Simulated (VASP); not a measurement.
# C (P1) in VASP: single point with LDA

Aim: the single point of C with LDA.

Program: VASP 6.6.1. These are calculated values, not measurements. Logs are shortened: lines on timing, memory, paths and dates and some standing lists are left out, and cuts for length are marked.

## Step 1: The cell of the first run

The typed cell holds 8 atoms: a = 4.175 Å, b = 4.175 Å, c = 4.175 Å, α = 109.47°, β = 109.47°, γ = 109.47°.

## Step 2: Single point, LDA (atom 1 (C) moved +0.270 Å along Cartesian [1 1 0])

INCAR reads:

```
PREC = Accurate
ENCUT = 520
EDIFF = 1E-7
ISMEAR = 0
SIGMA = 0.05
LREAL = False
LASPH = True
NELM = 100
ALGO = Normal
ISIF = 2
LWAVE = False
LCHARG = False
GGA = CA
NBANDS = 26
```

KPOINTS reads:

```
Automatic mesh
0
Gamma
  8 8 8
```

POSCAR reads:

```
C
1.0
   -2.4103983070      2.4103983070      2.4103983070
    2.4103983070     -2.4103983070      2.4103983070
    2.4103983070      2.4103983070     -2.4103983070
C
8
Direct
    0.3650742576      0.0396031706      0.0792063413
    0.6745289130      0.6745289130      0.6745289130
    0.0000000000      0.3254710870      0.0000000000
    0.0000000000      0.0000000000      0.3254710870
    0.0000000000      0.6745289130      0.0000000000
    0.3254710870      0.3254710870      0.3254710870
    0.6745289130      0.0000000000      0.0000000000
    0.0000000000      0.0000000000      0.6745289130
```

Potentials or basis: VASP PAW LDA potentials, release 64 (C).

Command:

```sh
$ cat potpaw_LDA.64/C/POTCAR > POTCAR
$ mpirun -np 1 vasp_std > vasp.out
```

OUTCAR:

```text
PREC = Accurate
   ENCUT = 520
   EDIFF = 1E-7
   ISMEAR = 0
   LREAL = False
   LASPH = True
   NELM = 100
   ISIF = 2
   GGA = CA

 ion  position               nearest neighbor table
   1  0.365  0.040  0.079-   6 1.39   7 1.48   5 1.59   8 1.77
   2  0.675  0.675  0.675-   6 1.46   5 1.57   7 1.57   8 1.57
   3  0.000  0.325  0.000-   5 1.46   6 1.57   7 1.57   8 1.57
   4  0.000  0.000  0.325-   8 1.46   6 1.57   7 1.57   5 1.57
   5  0.000  0.675  0.000-   3 1.46   2 1.57   4 1.57   1 1.59
   6  0.325  0.325  0.325-   1 1.39   2 1.46   3 1.57   4 1.57
   7  0.675  0.000  0.000-   1 1.48   2 1.57   3 1.57   4 1.57
   8  0.000  0.000  0.675-   4 1.46   3 1.57   2 1.57   1 1.77

  LATTYP: Found a body centered cubic cell.
 ALAT       =     4.8207966140

  Lattice vectors:

 A1 = (  -2.4103983070,   2.4103983070,   2.4103983070)
 A2 = (   2.4103983070,  -2.4103983070,   2.4103983070)
 A3 = (   2.4103983070,   2.4103983070,  -2.4103983070)

Analysis of symmetry for initial positions (statically):
=====================================================================
 Subroutine PRICEL returns:
 Original cell was already a primitive cell.

 Routine SETGRP: Setting up the symmetry group for a
 body centered cubic supercell.

 Subroutine GETGRP returns: Found  1 space group operations
 (whereof  1 operations were pure point group operations)
 out of a pool of 48 trial point group operations.

The static configuration has the point symmetry C_1 .

Analysis of symmetry for dynamics (positions and initial velocities):
=====================================================================
 Subroutine PRICEL returns:
 Original cell was already a primitive cell.

 Routine SETGRP: Setting up the symmetry group for a
 body centered cubic supercell.

 Subroutine GETGRP returns: Found  1 space group operations
 (whereof  1 operations were pure point group operations)
 out of a pool of 48 trial point group operations.

The dynamic configuration has the point symmetry C_1 .

 Subroutine INISYM returns: Found  1 space group operations
 (whereof  1 operations are pure point group operations),
[... 101 lines left out ...]
   ICHARG =      2    charge: 1-file 2-atom 10-const
   ISPIN  =      1    spin polarized calculation?
   LNONCOLLINEAR =      F non collinear calculations
   LSORBIT =      F    spin-orbit coupling
   LASPH  =      T    aspherical Exc in radial PAW
   ENCUT  =  520.0 eV  38.22 Ry    6.18 a.u.   7.76  7.76  7.76*2*pi/ulx,y,z
   NELM   =    100;   NELMIN=  2; NELMDL= -5     # of ELM steps
   EDIFF  = 0.1E-06   stopping-criterion for ELM
   LREAL  =      F    real-space projection
   EDIFFG = 0.1E-05   stopping-criterion for IOM
   NSW    =      0    number of steps for IOM
   IBRION =     -1    ionic relax: 0-MD 1-quasi-New 2-CG
   NFREE  =      0    steps in history (QN), initial steepest desc. (CG)
   ISIF   =      2    stress and relaxation
   ISYM   =      2    0-nonsym 1-usesym 2-fastsym
   POTIM  = 0.5000    time-step for ionic-motion
   TEBEG  =    0.0;   TEEND  =   0.0 temperature during run
   PSTRESS=    0.0 pullay stress
   NELECT =      32.0000    total number of electrons
   NUPDOWN=      -1.0000    fix difference up-down
   EMIN   =  10.00;   EMAX   =-10.00  energy-range for DOS
   EFERMI =   0.00;   METHOD = LEGACY
   ISMEAR =     0;   SIGMA  =   0.05  broadening in eV -4-tet -1-fermi 0-gaus
   EFERMI_NEDOS =   21; number of points for ismear=-14 and -15
   IALGO  =     38    algorithm
   IMIX   =      4    mixing-type and parameters
     AMIX     =   0.40;   BMIX     =  1.00
     AMIX_MAG =   1.60;   BMIX_MAG =  1.00
  volume/ion in A,a.u.               =       7.00        47.25
  Fermi-wavevector in a.u.,A,eV,Ry     =   1.358364  2.566935 25.104810  1.845151
  Thomas-Fermi vector in A             =   2.485203
   LORBIT       =      0    0 simple, 1 ext, 2 COOP (PROOUT), +10 PAW based schemes
   GGA     = CA    functional components
   LHFCALC =     F    Hartree Fock is set to
   AEXX    =    0.0000 exact exchange contribution
   IVDW    =     0    specifies the selected vdW correction
   LEPSILON=     F    determine dielectric tensor
   LRPA    =     F    only Hartree local field effects (RPA)
 non-spin polarized calculation
 Gauss-broadening in eV      SIGMA  =   0.05
  energy-cutoff  :      520.00
  volume of cell :       56.02
 maximum number of plane-waves:      1526
   NGX = 15   NGY = 15   NGZ = 15

 number of electron      32.0000004 magnetization

 Free energy of the ion-electron system (eV)
  ---------------------------------------------------
  ext. energy  EPLUGINS =         0.00000000
  ---------------------------------------------------
  free energy    TOTEN  =       -74.10249110 eV

  energy without entropy =      -74.10249110  energy(sigma->0) =      -74.10249110

 E-fermi :   7.9545     XC(G=0): -12.0244

 val. band max:        7.7238621923   @ k =   0.5000   0.5000   0.5000
 cond. band min:       9.0769566769   @ k =   0.2500  -0.2500   0.1250
 fundamental gap:      1.3530944845
 Fermi energy:         7.9545141941

 k-point     1 :       0.0000    0.0000    0.0000
  band No.  band energies     occupation
      1     -14.1831      2.00000
      2      -6.8118      2.00000
      3      -5.9229      2.00000
      4      -5.4554      2.00000
      5      -5.0258      2.00000
      6      -4.8294      2.00000
[... 685 lines left out ...]
     25      18.3329      0.00000
     26      18.7049      0.00000

 [... further k-points ...]
[... 5 lines left out ...]
  --------------------------------------------------------------------------------------
  -------------------------------------------------------------------------------------
  Total        7.0176494     -2.3972000     -0.0408955     -1.1139046     -0.1706533      0.3548705
  in kB      200.7131452    -68.5627800     -1.1696597    -31.8590003     -4.8808889     10.1497204
  external PRESSURE =      43.6602351 kB  Pullay stress =       0.0000000 kB

 VOLUME and BASIS-vectors are now :
 -----------------------------------------------------------------------------
  energy-cutoff  :      520.00
  volume of cell :       56.02
      direct lattice vectors                 reciprocal lattice vectors
    -2.410398307  2.410398307  2.410398307     0.000000000  0.207434596  0.207434596
     2.410398307 -2.410398307  2.410398307     0.207434596  0.000000000  0.207434596
     2.410398307  2.410398307 -2.410398307     0.207434596  0.207434596  0.000000000

 POSITION                                       TOTAL-FORCE (eV/Angst)
 -----------------------------------------------------------------------------------
     -0.59360      0.97543      0.78451        -8.604503     -3.535129     -0.215430
      1.62588      1.62588      1.62588         0.559202      0.389189      0.165210
      0.78451     -0.78451      0.78451         0.238342      0.301243      0.075630
      0.78451      0.78451     -0.78451         0.509230      0.515759     -0.337271
      1.62588     -1.62588      1.62588         0.523467      0.637331      0.144437
      0.78451      0.78451      0.78451         4.532115      0.257665      0.227865
     -1.62588      1.62588      1.62588         1.764439      0.813969     -0.032622
      1.62588      1.62588     -1.62588         0.477707      0.619974     -0.027820
 -----------------------------------------------------------------------------------
    total drift:                               -0.000003     -0.000022     -0.000064

  FREE ENERGIE OF THE ION-ELECTRON SYSTEM (eV)
  ---------------------------------------------------
  free  energy   TOTEN  =       -74.1024911005 eV

  energy  without entropy=      -74.1024911005  energy(sigma->0) =      -74.10249110
```

OSZICAR:

```text
N       E                     dE             d eps       ncg     rms          rms(c)
DAV:   1     0.806477873127E+02    0.80648E+02   -0.16420E+04 13520   0.117E+03
DAV:   2    -0.715640958228E+02   -0.15221E+03   -0.13964E+03 17672   0.238E+02
DAV:   3    -0.783502860989E+02   -0.67862E+01   -0.67029E+01 18250   0.458E+01
DAV:   4    -0.784409831164E+02   -0.90697E-01   -0.90540E-01 17632   0.593E+00
DAV:   5    -0.784431991178E+02   -0.22160E-02   -0.22147E-02 18198   0.866E-01    0.117E+01
DAV:   6    -0.750899672774E+02    0.33532E+01   -0.29389E+00 17082   0.906E+00    0.662E+00
DAV:   7    -0.741089405489E+02    0.98103E+00   -0.23656E+00 17738   0.814E+00    0.194E+00
DAV:   8    -0.741025254108E+02    0.64151E-02   -0.13091E-01 16842   0.213E+00    0.647E-01
DAV:   9    -0.741026316760E+02   -0.10627E-03   -0.88575E-03 17808   0.528E-01    0.151E-01
DAV:  10    -0.741024735804E+02    0.15810E-03   -0.96734E-04 17506   0.185E-01    0.295E-02
DAV:  11    -0.741024869680E+02   -0.13388E-04   -0.52045E-05 17688   0.497E-02    0.231E-02
DAV:  12    -0.741024904836E+02   -0.35156E-05   -0.86874E-06 17316   0.179E-02    0.671E-03
DAV:  13    -0.741024911326E+02   -0.64897E-06   -0.17989E-06 18052   0.884E-03    0.365E-03
DAV:  14    -0.741024911005E+02    0.32077E-07   -0.18178E-07 11534   0.279E-03
   1 F= -.74102491E+02 E0= -.74102491E+02  d E =-.315703E-13
```

stdout:

```text
POSCAR found type information on POSCAR C
 POSCAR found :  1 types and       8 ions
 scaLAPACK will be used
 LDA part: xc-table for (Slater(with rela. corr.)+CA(PZ))
 , standard interpolation
 POSCAR, INCAR and KPOINTS ok, starting setup
 FFT: planning ... GRIDC
 FFT: planning ... GRID_SOFT
 FFT: planning ... GRID
 WAVECAR not read
 entering main loop
```

It took 7.9 min on 1 thread of Intel Xeon 8259CL, shared host; peak memory 0.33 GiB.

Results:

| Property | Result |
| --- | --- |
| Free energy | -74.1025 eV |
| Pressure | 4.4 GPa |
| Largest force | 9.305 eV/Å |
| Band gap on the k mesh | 1.35 eV (least direct gap 2.56 eV) |

Forces on the atoms (eV/Å):
```
C   -8.605 -3.535 -0.215
C    0.559  0.389  0.165
C    0.238  0.301  0.076
C    0.509  0.516 -0.337
C    0.523  0.637  0.144
C    4.532  0.258  0.228
C    1.764  0.814 -0.033
C    0.478  0.620 -0.028
```

Caveat: the cell differs from its parent crystal (atom 1 (C) moved +0.270 Å along Cartesian [1 1 0]); the stress differs along the axes, from -7 to 20 GPa; forces of over 1 eV/Å act on the atoms, so gaps and moduli don't describe the material at rest.
